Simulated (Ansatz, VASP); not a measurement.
One calculation of Se, two programs

File INCAR:

```
PREC     = Accurate       # precision mode
ENCUT    = 500            # plane-wave cutoff, eV
EDIFF    = 1E-6           # SCF threshold, eV
ISMEAR   = 0              # smearing method
SIGMA    = 0.01           # smearing width, eV
LREAL    = False          # projectors in reciprocal space
LASPH    = True           # aspherical terms in the spheres
NELM     = 120            # most SCF steps
ALGO     = Normal         # electronic algorithm
ISIF     = 2              # what is computed and relaxed
LWAVE    = False          # write WAVECAR
LCHARG   = True           # write CHGCAR
GGA      = PE             # functional
LELF     = True           # ELF
LVHAR    = True         
NBANDS   = 16             # bands
GGA_COMPAT= False
```

The input KPOINTS:

```
Automatic mesh
0
Gamma
  5 5 4
```

POSCAR

```
Se
1.0
    4.4657891875      0.0000000000      0.0000000000
   -2.2328945937      3.8674867636      0.0000000000
    0.0000000000      0.0000000000      5.0665872656
Se
3
Direct
    0.2254000000      0.0000000000      0.3333333333
    0.0000000000      0.2254000000      0.6666666667
    0.7746000000      0.7746000000      0.0000000000
```

Input for Ansatz:

```yaml
crystal:
  lattice:
    - [4.46578918747074, 0.0, 0.0]
    - [-2.23289459373537, 3.8674867636003527, 0.0]
    - [0.0, 0.0, 5.066587265598245]
  atoms:
    - { symbol: Se, position: [0.2254, 0.0, 0.3333333333333333] }
    - { symbol: Se, position: [0.0, 0.2254, 0.6666666666666666] }
    - { symbol: Se, position: [0.7746, 0.7746, 0.0] }
basis:
  ecutwfc: 500.0
kpoints:
  mp_grid:
    grid: [5, 5, 4]
scf:
  occupations:
    method: fixed
output:
  stress: true
```

Alike in both runs: task single point; functional PBE; k mesh 5 × 5 × 4; no spin polarisation.

|  | VASP | Ansatz |
| --- | --- | --- |
| version | VASP 6.6.1 | Ansatz 0.2.0 |
| potentials or method | VASP PAW PBE potentials, release 64 (Se), cutoff 500 eV | plane waves, PAW |
| occupations | gaussian, width 0.01 eV | fixed |
| valence electrons in the cell | 18 | 48 |

```tsv
	VASP	Ansatz	Ansatz less VASP
pressure (GPa)	-0.7	-0.8	-0.08
traceless stress, the component that is largest in VASP (GPa)	-0.14	-0.17	-0.030
```

VASP's potentials hold 18 valence electrons a cell and Ansatz's 48, so a difference there can come from the potentials and not from the codes.
